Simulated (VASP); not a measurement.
A run of VASP 6.6.1 is set up as follows.

The input INCAR:

```
SYSTEM = HfBe2Si2
PREC     = Accurate       ! precision mode
ENCUT    = 520            ! plane-wave cutoff, eV
EDIFF    = 1E-7           ! SCF threshold, eV
ISMEAR   = 0              ! smearing method
SIGMA    = 0.1            ! smearing width, eV
LREAL    = .False.        ! projectors in reciprocal space
LASPH    = .True.         ! aspherical terms in the spheres
NELM     = 80             ! most SCF steps
ALGO     = Fast           ! electronic algorithm
ISIF     = 2              ! what is computed and relaxed
LWAVE    = .False.        ! write WAVECAR
LCHARG   = .True.         ! write CHGCAR
GGA      = PE             ! functional
LELF     = .True.         ! ELF
LVHAR    = .True.       
NBANDS   = 19             ! bands
```

The input KPOINTS:

```
regular mesh
0
Gamma
  4 4 4
  0 0 0
```

POSCAR

```
HfBe2Si2
1.0
    5.0002264689      0.0000000000      0.0000000000
    0.0000000000      5.0002264689      0.0000000000
    0.0000000000      0.0000000000      5.0767575551
Hf Be Si
1 2 2
Direct
    0.0000000000      0.0000000000      0.5000000000
    0.5000000000      0.5000000000      0.5000000000
    0.0000000000      0.0000000000      0.0000000000
    0.0000000000      0.5000000000      0.5000000000
    0.5000000000      0.0000000000      0.5000000000
```

Potentials or basis: VASP PAW PBE potentials, release 64 (Hf_pv, Be, Si).

Command:

```bash
$ cat potpaw_PBE.64/Hf_pv/POTCAR potpaw_PBE.64/Be/POTCAR potpaw_PBE.64/Si/POTCAR > POTCAR
$ mpirun -np 1 vasp_std > vasp.out
```

(1) Estimate the pressure.

(2) Estimate the band gap on the k mesh.

Answers

(1) 0.2 GPa.

(2) zero (band 11 reaches 2.37 eV, above the bottom of band 12 at 1.57 eV).

Caveat: spin-orbit coupling is left out, which moves the levels of the heavy elements.
